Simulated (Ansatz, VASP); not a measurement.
BN in VASP and in Ansatz

```
CELL_PARAMETERS angstrom
0.00000 1.82164 1.82164
1.82164 0.00000 1.82164
1.82164 1.82164 0.00000
ATOMIC_POSITIONS crystal
B 0.00000 0.00000 0.00000
N 0.25000 0.25000 0.25000
```

Alike in both runs: functional RPBE; k mesh 12 × 12 × 12; occupations gaussian, width 0.02 eV; no spin polarisation.

Ansatz relaxed the structure, and its values are those at the end. VASP's run is a single point on that final structure, the one shown.

|  | VASP | Ansatz |
| --- | --- | --- |
| version | VASP 6.6.1 | Ansatz 0.2.0 |
| potentials or method | VASP PAW PBE potentials, release 64 (B, N), cutoff 600 eV | scalar-relativistic, plane waves, PAW |
| valence electrons in the cell | 8 | 8 |

VASP gave:

- gap on the k mesh at the Fermi level (eV): 4.47
- least direct gap on the mesh (eV): 8.76
- pressure (GPa): 0.2

What did Ansatz give for the same quantities?

gap on the k mesh at the Fermi level (eV): 4.48; least direct gap on the mesh (eV): 8.77; pressure (GPa): 0.0.

VASP's potentials were made for PBE, not for RPBE. With one functional, cell and mesh, what is left measures potentials, basis and numerics.
